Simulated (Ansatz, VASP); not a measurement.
**WSe2 in VASP and in Ansatz**

The input INCAR:

```
PREC     = Accurate       # precision mode
ENCUT    = 520            # plane-wave cutoff, eV
EDIFF    = 1E-6           # SCF threshold, eV
ISMEAR   = 0              # smearing method
SIGMA    = 0.05           # smearing width, eV
LREAL    = False          # projectors in reciprocal space
LASPH    = True           # aspherical terms in the spheres
NELM     = 80             # most SCF steps
ALGO     = Normal         # electronic algorithm
ISIF     = 2              # what is computed and relaxed
LWAVE    = False          # write WAVECAR
LCHARG   = False          # write CHGCAR
GGA      = CA             # functional
NBANDS   = 20             # bands
```

Contents of KPOINTS:

```
regular mesh
0
Gamma
  12 12 2
```

POSCAR

```
WSe2
1.0
    3.1683912536     -0.0736141138      0.1843277587
   -1.6479473194      2.7801034895     -0.0909871200
    0.9254417754      0.0068220577     15.9104968356
W Se
1 2
Direct
   -0.0043251593      0.0132692761     -0.0010626711
    0.3814904526      0.6862459040      0.1015360390
    0.2895013733      0.6338181532      0.8995266321
```

Input for Ansatz:

```yaml
crystal:
  lattice:
    - [3.1683912536, -0.0736141138, 0.1843277587]
    - [-1.6479473194, 2.7801034895, -0.09098712]
    - [0.9254417754, 0.0068220577, 15.9104968356]
  atoms:
    - { symbol: W, position: [-0.0043251593, 0.0132692761, -0.0010626711] }
    - { symbol: Se, position: [0.3814904526, 0.686245904, 0.101536039] }
    - { symbol: Se, position: [0.2895013733, 0.6338181532, 0.8995266321] }
basis:
  ecutwfc: 420
  precision: f64
kpoints:
  mp_grid: { grid: [12, 12, 2] }
hamiltonian:
  xc: lda
scf:
  occupations: { method: gaussian, width: 0.05 }
  eigensolver: { kind: davidson }
output:
  forces: true
  eigenvalues: true
  stress: true
```

Alike in both runs: task single point; functional LDA; k mesh 12 × 12 × 2; occupations gaussian, width 0.05 eV; no spin polarisation.

|  | VASP | Ansatz |
| --- | --- | --- |
| version | VASP 6.6.1 | Ansatz 0.2.0 |
| potentials or method | VASP PAW LDA potentials, release 64 (W_sv, Se), cutoff 520 eV | scalar-relativistic, plane waves, PAW |
| valence electrons in the cell | 26 | 46 |

Ansatz gave:

| Property | Result |
| --- | --- |
| gap on the k mesh at the Fermi level (eV) | 1.52 |
| rms of the force components (eV/Å) | 2.501 |

Q: Estimate VASP's values.

A: gap on the k mesh at the Fermi level (eV): 1.52; rms of the force components (eV/Å): 2.564.

LDA's correlation is that of Perdew and Zunger in VASP and of Perdew and Wang (1992) in Ansatz. Atom by atom the forces differ by 0.075 eV/Å (rms over components). VASP's potentials hold 26 valence electrons a cell and Ansatz's 46, so a difference there can come from the potentials and not from the codes.

Neither program's run includes spin-orbit coupling.
